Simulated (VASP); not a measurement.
# Cu (I4/mmm) in VASP: a series of runs

Cu is run at these levels: LDA; tasks: single point.

All numbers are computed with VASP 6.6.1; they aren't measurements. Logs are shortened: lines on timing, memory, paths and dates and some standing lists are left out, and cuts for length are marked.

## Step 1: The cell of the first run

Symmetry: I4/mmm, No. 139, tetragonal system. Conventional cell: a = 2.932 Å, b = 2.932 Å, c = 2.441 Å, α = 90.00°, β = 90.00°, γ = 90.00°. Within 3.2 Å of Cu (site symmetry 4/mmm) lie 14 Cu at 2.41 to 2.93 Å.

## Step 2: Single point, LDA (10.49 Å³/atom)

INCAR reads:

```
SYSTEM = Cu
ALGO = Normal ; EDIFF = 1E-6
ENCUT = 820 ; GGA_COMPAT = .FALSE.
ISIF = 2 ; ISMEAR = 0
LASPH = .TRUE. ; LCHARG = .FALSE.
LREAL = .FALSE. ; LWAVE = .FALSE.
NBANDS = 16 ; NELM = 120
PREC = Accurate ; SIGMA = 0.15
```

KPOINTS reads:

```
k-points
0
G
  24 24 24
  0 0 0
```

POSCAR reads:

```
Cu
1.0
   -1.4658376017      1.4658376017      1.2207495547
    1.4658376017     -1.4658376017      1.2207495547
    1.4658376017      1.4658376017     -1.2207495547
Cu
1
Direct
    0.0000000000      0.0000000000      0.0000000000
```

Potentials or basis: VASP PAW LDA potentials, release 64 (Cu_sv_GW).

Started as:

```
cat potpaw_LDA.64/Cu_sv_GW/POTCAR > POTCAR
mpirun -np 1 vasp_std > vasp.out
```

OUTCAR:

```text
SYSTEM = Cu
   EDIFF = 1E-6
   ENCUT = 820
   ISIF = 2
   ISMEAR = 0
   LASPH = .TRUE.
   LREAL = .FALSE.
   NELM = 120
   PREC = Accurate

 ion  position               nearest neighbor table
   1  0.000  0.000  0.000-

  LATTYP: Found a body centered tetragonal cell.
 ALAT       =     2.9316752034
 C/A-ratio  =     0.8328000000

  Lattice vectors:

 A1 = (  -1.4658376017,   1.4658376017,   1.2207495547)
 A2 = (   1.4658376017,  -1.4658376017,   1.2207495547)
 A3 = (   1.4658376017,   1.4658376017,  -1.2207495547)

Analysis of symmetry for initial positions (statically):
=====================================================================
 Subroutine PRICEL returns:
 Original cell was already a primitive cell.

 Routine SETGRP: Setting up the symmetry group for a
 body centered tetragonal supercell.

 Subroutine GETGRP returns: Found 16 space group operations
 (whereof 16 operations were pure point group operations)
 out of a pool of 16 trial point group operations.

The static configuration has the point symmetry D_4h.

Analysis of symmetry for dynamics (positions and initial velocities):
=====================================================================
 Subroutine PRICEL returns:
 Original cell was already a primitive cell.

 Routine SETGRP: Setting up the symmetry group for a
 body centered tetragonal supercell.

 Subroutine GETGRP returns: Found 16 space group operations
 (whereof 16 operations were pure point group operations)
 out of a pool of 16 trial point group operations.

The dynamic configuration has the point symmetry D_4h.

 Subroutine INISYM returns: Found 16 space group operations
 (whereof 16 operations are pure point group operations),
 and found     1 'primitive' translations

----------------------------------------------------------------------------------------

                                     Primitive cell

  volume of cell :      10.4920

  direct lattice vectors                    reciprocal lattice vectors
    -1.465837602  1.465837602  1.220749555     0.000000000  0.341101906  0.409584421
     1.465837602 -1.465837602  1.220749555     0.341101906  0.000000000  0.409584421
     1.465837602  1.465837602 -1.220749555     0.341101906  0.341101906  0.000000000

  length of vectors
     2.405740889  2.405740889  2.405740889     0.533019614  0.533019614  0.482390942

  position of ions in fractional coordinates (direct lattice)
     0.000000000  0.000000000  0.000000000

  ion indices of the primitive-cell ions
   primitive index   ion index
                 1           1

----------------------------------------------------------------------------------------

 KPOINTS: k-points

Automatic generation of k-mesh.
 Grid dimensions read from file:
 generate k-points for:   24   24   24

 Generating k-lattice:

  Cartesian coordinates                     Fractional coordinates (reciprocal lattice)
     0.000000000  0.014212579  0.017066018     0.041666667 -0.000000000  0.000000000
     0.014212579  0.000000000  0.017066018    -0.000000000  0.041666667  0.000000000
     0.014212579  0.014212579  0.000000000     0.000000000  0.000000000  0.041666667

  Length of vectors
     0.022209151  0.022209151  0.020099623

  Shift w.r.t. Gamma in fractional coordinates (k-lattice)
     0.000000000  0.000000000  0.000000000

 Subroutine IBZKPT returns following result:
 ===========================================

 Found   1063 irreducible k-points:

 Following reciprocal coordinates:
            Coordinates               Weight
  0.000000  0.000000  0.000000      1.000000
  0.041667  0.000000  0.000000      8.000000
  0.083333  0.000000 -0.000000      8.000000
  0.125000  0.000000  0.000000      8.000000
  0.166667 -0.000000  0.000000      8.000000
  0.208333  0.000000  0.000000      8.000000
[... 16 lines left out ...]
  0.416667  0.041667 -0.000000     16.000000
  0.458333  0.041667  0.000000     16.000000
 [... further k-points ...]
   k-points           NKPTS =   1063   k-points in BZ     NKDIM =   1063   number of bands    NBANDS=     16
   number of dos      NEDOS =    301   number of ions     NIONS =      1
   total plane-waves  NPLWV =  13824
   dimension x,y,z NGX =    24 NGY =   24 NGZ =   24
   dimension x,y,z NGXF=    48 NGYF=   48 NGZF=   48
   ions per type =               1
   NGX,Y,Z   is equivalent  to a cutoff of  16.58, 16.58, 16.58 a.u.
   NGXF,Y,Z  is equivalent  to a cutoff of  33.17, 33.17, 33.17 a.u.
 SYSTEM =  Cu
   PREC   = accura    normal or accurate (medium, high low for compatibility)
   ISTART =      0    job   : 0-new  1-cont  2-samecut
   ICHARG =      2    charge: 1-file 2-atom 10-const
   ISPIN  =      1    spin polarized calculation?
   LNONCOLLINEAR =      F non collinear calculations
   LSORBIT =      F    spin-orbit coupling
   LASPH  =      T    aspherical Exc in radial PAW
   ENCUT  =  820.0 eV  60.27 Ry    7.76 a.u.   5.62  5.62  5.62*2*pi/ulx,y,z
   NELM   =    120;   NELMIN=  2; NELMDL= -5     # of ELM steps
   EDIFF  = 0.1E-05   stopping-criterion for ELM
   LREAL  =      F    real-space projection
   EDIFFG = 0.1E-04   stopping-criterion for IOM
   NSW    =      0    number of steps for IOM
   IBRION =     -1    ionic relax: 0-MD 1-quasi-New 2-CG
   NFREE  =      0    steps in history (QN), initial steepest desc. (CG)
   ISIF   =      2    stress and relaxation
   ISYM   =      2    0-nonsym 1-usesym 2-fastsym
   POTIM  = 0.5000    time-step for ionic-motion
   TEBEG  =    0.0;   TEEND  =   0.0 temperature during run
   PSTRESS=    0.0 pullay stress
   NELECT =      19.0000    total number of electrons
   NUPDOWN=      -1.0000    fix difference up-down
   EMIN   =  10.00;   EMAX   =-10.00  energy-range for DOS
   EFERMI =   0.00;   METHOD = LEGACY
   ISMEAR =     0;   SIGMA  =   0.15  broadening in eV -4-tet -1-fermi 0-gaus
   EFERMI_NEDOS =   21; number of points for ismear=-14 and -15
   IALGO  =     38    algorithm
   IMIX   =      4    mixing-type and parameters
     AMIX     =   0.40;   BMIX     =  1.00
     AMIX_MAG =   1.60;   BMIX_MAG =  1.00
  volume/ion in A,a.u.               =      10.49        70.80
  Fermi-wavevector in a.u.,A,eV,Ry     =   1.995446  3.770846 54.175732  3.981804
  Thomas-Fermi vector in A             =   3.012131
   LORBIT       =      0    0 simple, 1 ext, 2 COOP (PROOUT), +10 PAW based schemes
   GGA     = CA    functional components
   LHFCALC =     F    Hartree Fock is set to
   AEXX    =    0.0000 exact exchange contribution
   IVDW    =     0    specifies the selected vdW correction
   LEPSILON=     F    determine dielectric tensor
   LRPA    =     F    only Hartree local field effects (RPA)
 non-spin polarized calculation
 Gauss-broadening in eV      SIGMA  =   0.15
  energy-cutoff  :      820.00
  volume of cell :       10.49
 maximum number of plane-waves:       572
   NGX = 11   NGY = 11   NGZ = 11

 number of electron      18.9999996 magnetization

 Free energy of the ion-electron system (eV)
  ---------------------------------------------------
  ext. energy  EPLUGINS =         0.00000000
  ---------------------------------------------------
  free energy    TOTEN  =        -4.78893241 eV

  energy without entropy =       -4.78478695  energy(sigma->0) =       -4.78685968

 E-fermi :   8.7817     XC(G=0): -14.6039

 val. band max:        8.7801916847   @ k =  -0.4167   0.5000   0.0833
 cond. band min:       8.7821723492   @ k =  -0.0417   0.5000   0.0417
 fundamental gap:      0.0019806645
 Fermi energy:         8.7816655560

 k-point     1 :       0.0000    0.0000    0.0000
  band No.  band energies     occupation
      1    -103.0800      2.00000
      2     -60.9479      2.00000
      3     -60.9320      2.00000
      4     -60.9320      2.00000
      5      -1.5958      2.00000
      6       4.6805      2.00000
[... 8 lines left out ...]
     15      38.8196      0.00000
     16      40.2221      0.00000

 k-point     2 :       0.0417    0.0000    0.0000
  band No.  band energies     occupation
      1    -103.0793      2.00000
      2     -60.9504      2.00000
      3     -60.9330      2.00000
      4     -60.9330      2.00000
      5      -1.5164      2.00000
      6       4.6948      2.00000
[... 8 lines left out ...]
     15      37.7637      0.00000
     16      39.5400      0.00000

 k-point     3 :       0.0833    0.0000   -0.0000
  band No.  band energies     occupation
      1    -103.0776      2.00000
      2     -60.9586      2.00000
      3     -60.9360      2.00000
      4     -60.9354      2.00000
      5      -1.2802      2.00000
      6       4.7291      2.00000
[... 8 lines left out ...]
     15      37.9833      0.00000
     16      38.8179      0.00000

 k-point     4 :       0.1250    0.0000    0.0000
  band No.  band energies     occupation
      1    -103.0749      2.00000
      2     -60.9732      2.00000
      3     -60.9408      2.00000
      4     -60.9382      2.00000
      5      -0.8928      2.00000
      6       4.7569      2.00000
[... 8 lines left out ...]
     15      37.5328      0.00000
     16      38.8152      0.00000
[... 324 lines left out ...]
 k-point    22 :       0.3750    0.0417   -0.0000
  band No.  band energies     occupation
      1    -103.0493      2.00000
      2     -61.1185      2.00000
      3     -60.9879      2.00000
      4     -60.9582      2.00000
      5       2.8921      2.00000
      6       4.1649      2.00000
[... 8 lines left out ...]
     15      34.1228      0.00000
     16      41.1736      0.00000

 k-point    23 :       0.4167    0.0417   -0.0000
  band No.  band energies     occupation
      1    -103.0473      2.00000
      2     -61.1299      2.00000
      3     -60.9923      2.00000
      4     -60.9596      2.00000
      5       2.9893      2.00000
      6       4.0977      2.00000
[... 8 lines left out ...]
     15      34.1021      0.00000
     16      41.6449      0.00000

 k-point    24 :       0.4583    0.0417    0.0000
  band No.  band energies     occupation
      1    -103.0463      2.00000
      2     -61.1350      2.00000
      3     -60.9946      2.00000
      4     -60.9601      2.00000
      5       3.0170      2.00000
      6       4.0650      2.00000
[... 8 lines left out ...]
     15      34.1479      0.00000
     16      42.1136      0.00000

 [... further k-points ...]

------------------------ aborting loop because EDIFF is reached ----------------------------------------

  FORCE on cell =-STRESS in cart. coord.  units (eV):
  Direction    XX          YY          ZZ          XY          YZ          ZX
  --------------------------------------------------------------------------------------
  -------------------------------------------------------------------------------------
  Total        0.3929325      0.3929325      1.0652570      0.0000000      0.0000000      0.0000000
  in kB       60.0026230     60.0026230    162.6697170      0.0000000      0.0000000      0.0000000
  external PRESSURE =      94.2249877 kB  Pullay stress =       0.0000000 kB

 VOLUME and BASIS-vectors are now :
 -----------------------------------------------------------------------------
  energy-cutoff  :      820.00
  volume of cell :       10.49
      direct lattice vectors                 reciprocal lattice vectors
    -1.465837602  1.465837602  1.220749555     0.000000000  0.341101906  0.409584421
     1.465837602 -1.465837602  1.220749555     0.341101906  0.000000000  0.409584421
     1.465837602  1.465837602 -1.220749555     0.341101906  0.341101906  0.000000000

 POSITION                                       TOTAL-FORCE (eV/Angst)
 -----------------------------------------------------------------------------------
      0.00000      0.00000      0.00000        -0.000000      0.000000      0.000000
 -----------------------------------------------------------------------------------
    total drift:                                0.000000      0.000000      0.000000

  FREE ENERGIE OF THE ION-ELECTRON SYSTEM (eV)
  ---------------------------------------------------
  free  energy   TOTEN  =        -4.7889324059 eV

  energy  without entropy=       -4.7847869525  energy(sigma->0) =       -4.78685968
```

It took 3.4 min on 1 thread of Intel Xeon Platinum 8259CL at 2.50GHz (Skylake/Cascade Lake), shared host; peak memory 0.5 GiB.

Results:

- Free energy: -4.7889 eV
- Pressure: 9.4 GPa
- Band gap on the k mesh: zero (an odd number of electrons rules out a gap without spin polarisation)

Stress tensor (GPa, compression positive):
```
 6.00  0.00  0.00
 0.00  6.00  0.00
 0.00  0.00 16.27
```

Levels at points of the mesh, in eV from the Fermi level:
```tsv
k point	band 8	band 9	band 10	band 11	band 12	band 13
(0.00, 0.00, 0.00)	-3.14	-3.05	-2.00	23.51	23.51	27.71
(0.50, 0.00, 0.00)	-1.71	-1.52	-0.29	5.91	17.10	17.28
(0.50, 0.50, 0.00)	-2.43	-1.88	-1.54	3.65	22.22	23.45
(0.50, 0.50, 0.50)	-1.70	-1.52	6.28	6.28	12.79	13.68
```

Caveat: the stress differs along the axes, from 6 to 16 GPa.

## Step 3: Single point, LDA (10.71 Å³/atom)

This run uses another cell than the first one, of 10.71 Å³/atom.

INCAR reads:

```
PREC     = Accurate       # precision mode
ENCUT    = 820            # plane-wave cutoff, eV
EDIFF    = 1E-6           # SCF threshold, eV
ISMEAR   = 0              # smearing method
SIGMA    = 0.15           # smearing width, eV
LREAL    = F              # projectors in reciprocal space
LASPH    = T              # aspherical terms in the spheres
NELM     = 120            # most SCF steps
ALGO     = Normal         # electronic algorithm
ISIF     = 2              # what is computed and relaxed
LWAVE    = F              # write WAVECAR
LCHARG   = F              # write CHGCAR
NBANDS   = 16             # bands
GGA_COMPAT= F
```

KPOINTS reads:

```
Automatic mesh
0
Gamma
  24 24 24
```

POSCAR reads:

```
Cu
1.0
   -1.4321502083      1.4321502083      1.3055481299
    1.4321502083     -1.4321502083      1.3055481299
    1.4321502083      1.4321502083     -1.3055481299
Cu
1
Direct
    0.0000000000      0.0000000000      0.0000000000
```

Potentials or basis: VASP PAW LDA potentials, release 64 (Cu_sv_GW).

Started as:

```
cat potpaw_LDA.64/Cu_sv_GW/POTCAR > POTCAR
mpirun -np 1 vasp_std > vasp.out
```

It took 2.6 min on 1 thread of AMD EPYC 9R45 (Zen 5), shared host; peak memory 0.48 GiB.

Results (log left out):

```
Free energy            : -4.8171 eV
Pressure               : 3.5 GPa
Band gap on the k mesh : zero (an odd number of electrons rules out a gap without spin polarisation)
```

Stress tensor (GPa, compression positive):
```
3.20 0.00 0.00
0.00 3.20 0.00
0.00 0.00 4.18
```

Levels at points of the mesh, in eV from the Fermi level:
```tsv
k point	band 6	band 7	band 8	band 9	band 10	band 11	band 12	band 13	band 14	band 15
(0.00, 0.00, 0.00)	-3.76	-3.31	-3.31	-2.57	-2.09	24.94	24.94	27.74	29.31	29.48
(0.50, 0.00, 0.00)	-4.48	-2.34	-1.93	-1.43	-0.61	5.26	17.52	17.73	21.88	25.24
(0.50, 0.50, 0.00)	-3.95	-2.67	-2.27	-1.47	-1.38	4.17	20.06	20.70	24.24	27.39
(0.50, 0.50, 0.50)	-5.24	-1.66	-1.66	-1.55	7.32	7.32	11.15	13.52	14.42	18.64
```

Caveat: the cell stands under pressure.

## Step 4: Single point, LDA (10.49 Å³/atom)

INCAR reads:

```
SYSTEM = Cu
PREC     = Accurate       ! precision mode
ENCUT    = 820            ! plane-wave cutoff, eV
EDIFF    = 1E-6           ! SCF threshold, eV
ISMEAR   = 0              ! smearing method
SIGMA    = 0.15           ! smearing width, eV
LREAL    = .False.        ! projectors in reciprocal space
LASPH    = .True.         ! aspherical terms in the spheres
NELM     = 120            ! most SCF steps
ALGO     = Normal         ! electronic algorithm
ISIF     = 2              ! what is computed and relaxed
LWAVE    = .False.        ! write WAVECAR
LCHARG   = .True.         ! write CHGCAR
LELF     = .True.         ! ELF
LVHAR    = .True.       
NBANDS   = 16             ! bands
GGA_COMPAT= .False.
```

KPOINTS reads:

```
Automatic mesh
0
Gamma
  24 24 24
  0 0 0
```

POSCAR reads:

```
Cu
1.0
   -1.4366482622      1.4366482622      1.2708590527
    1.4366482622     -1.4366482622      1.2708590527
    1.4366482622      1.4366482622     -1.2708590527
Cu
1
Direct
    0.0000000000      0.0000000000      0.0000000000
```

Started as:

```
cat potpaw_LDA.64/Cu_sv_GW/POTCAR > POTCAR
mpirun -np 1 vasp_std > vasp.out
```

Wall time 2.7 min (1 thread of AMD EPYC 9R45 (Zen 5), shared host); peak memory 0.47 GiB.

The run converged. Its results:

```
Free energy            : -4.8050 eV
Pressure               : 8.1 GPa
Band gap on the k mesh : zero (an odd number of electrons rules out a gap without spin polarisation)
```

Stress tensor (GPa, compression positive):
```
7.22 0.00 0.00
0.00 7.22 0.00
0.00 0.00 9.83
```

Levels at points of the mesh, in eV from the Fermi level:
```csv
k point,band 7,band 8,band 9,band 10,band 11,band 12,band 13,band 14
"(0.00, 0.00, 0.00)",-3.32,-3.32,-2.76,-2.09,24.63,24.63,28.59,29.00
"(0.50, 0.00, 0.00)",-2.42,-1.89,-1.47,-0.56,5.54,17.46,17.72,21.93
"(0.50, 0.50, 0.00)",-2.86,-2.36,-1.61,-1.52,4.06,20.86,21.77,25.13
"(0.50, 0.50, 0.50)",-1.70,-1.70,-1.56,7.01,7.01,12.21,13.36,14.36
```

Caveat: the cell stands under pressure.

(Part 1 of 2 ends here.)
